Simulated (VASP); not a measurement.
A run of VASP 6.6.1 is set up as follows.

The input INCAR:

```
SYSTEM = SnTe
PREC     = Accurate       ! precision mode
ENCUT    = 500            ! plane-wave cutoff, eV
EDIFF    = 1E-6           ! SCF threshold, eV
ISMEAR   = 0              ! smearing method
SIGMA    = 0.03           ! smearing width, eV
LREAL    = .False.        ! projectors in reciprocal space
LASPH    = .True.         ! aspherical terms in the spheres
NELM     = 120            ! most SCF steps
ALGO     = Normal         ! electronic algorithm
ISIF     = 2              ! what is computed and relaxed
LWAVE    = .False.        ! write WAVECAR
LCHARG   = .False.        ! write CHGCAR
GGA      = PE             ! functional
NBANDS   = 17             ! bands
GGA_COMPAT= .False.
```

The input KPOINTS:

```
Automatic mesh
0
Gamma
  10 10 10
  0 0 0
```

The input POSCAR:

```
SnTe
1.0
    0.0000000000      3.4290534875      2.6746617202
    3.4290534875      0.0000000000      2.6746617202
    3.4290534875      3.4290534875      0.0000000000
Sn Te
1 1
Direct
    0.0000000000      0.0000000000      0.0000000000
    0.5000000000      0.5000000000      0.5000000000
```

Potentials or basis: VASP PAW PBE potentials, release 64 (Sn_d, Te).

Command:

```console
$ cat potpaw_PBE.64/Sn_d/POTCAR potpaw_PBE.64/Te/POTCAR > POTCAR
$ mpirun -np 1 vasp_std > vasp.out
```

(1) Estimate the pressure.

(2) What does it give for the band gap on the k mesh?

Answers

(1) 9.1 GPa.

(2) zero (band 10 reaches 8.05 eV, above the bottom of band 11 at 6.70 eV).

Caveat: spin-orbit coupling is left out, which moves the levels of the heavy elements.
